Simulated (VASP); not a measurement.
The system is TaN.

```xyz
6
Lattice="5.1910 0.0000 0.0000 -2.5955 4.4955 0.0000 0.0000 0.0000 2.9080" Properties=species:S:1:pos:R:3 pbc="T T T"
Ta    0.0000    0.0000    0.0000
Ta    0.0000    2.9970    1.4540
Ta    2.5955    1.4985    1.4540
N     2.5955    0.0000    0.0000
N    -1.2977    2.2478    0.0000
N     1.2977    2.2478    0.0000
```

```yaml
Program: VASP 6.6.1
Task: relaxation of volume and atoms at fixed shape
Functional: PBE
Potentials_or_basis: VASP PAW PBE potentials, release 64 (Ta_pv, N)
Cutoff: 600 eV
k_mesh: 6 × 6 × 9
Occupations: methfessel-paxton, width 0.1 eV
Spin: no spin polarisation
```

At the start: pressure 10.4 GPa; volume 11.31 Å³/atom.

Task: How do energy, volume and symmetry change on relaxing?

Result: Over 3 steps the energy falls by 11.6 meV/atom and the volume is 11.69 Å³/atom (+3.4 %); space group P6/mmm (No. 191, to 0.05 Å).

Step by step:
```csv
step,energy change (eV),largest force (eV/Å),pressure (GPa),volume (Å³)
1,0.0000,0.0000,10.38,67.86
2,0.2537,0.0000,-18.53,75.32
3,-0.0697,0.0000,-0.24,70.14
```

Final structure:
```cif
data_structure
_symmetry_space_group_name_H-M 'P 1'
_symmetry_Int_Tables_number 1
_cell_length_a 5.2483
_cell_length_b 5.2483
_cell_length_c 2.9401
_cell_angle_alpha 90.000
_cell_angle_beta 90.000
_cell_angle_gamma 120.000
_cell_volume 70.14
loop_
_atom_site_label
_atom_site_type_symbol
_atom_site_fract_x
_atom_site_fract_y
_atom_site_fract_z
_atom_site_occupancy
Ta1 Ta 0.00000 0.00000 0.00000 1
Ta2 Ta 0.33333 0.66667 0.50000 1
Ta3 Ta 0.66667 0.33333 0.50000 1
N1 N 0.50000 0.00000 0.00000 1
N2 N 0.00000 0.50000 0.00000 1
N3 N 0.50000 0.50000 0.00000 1
```
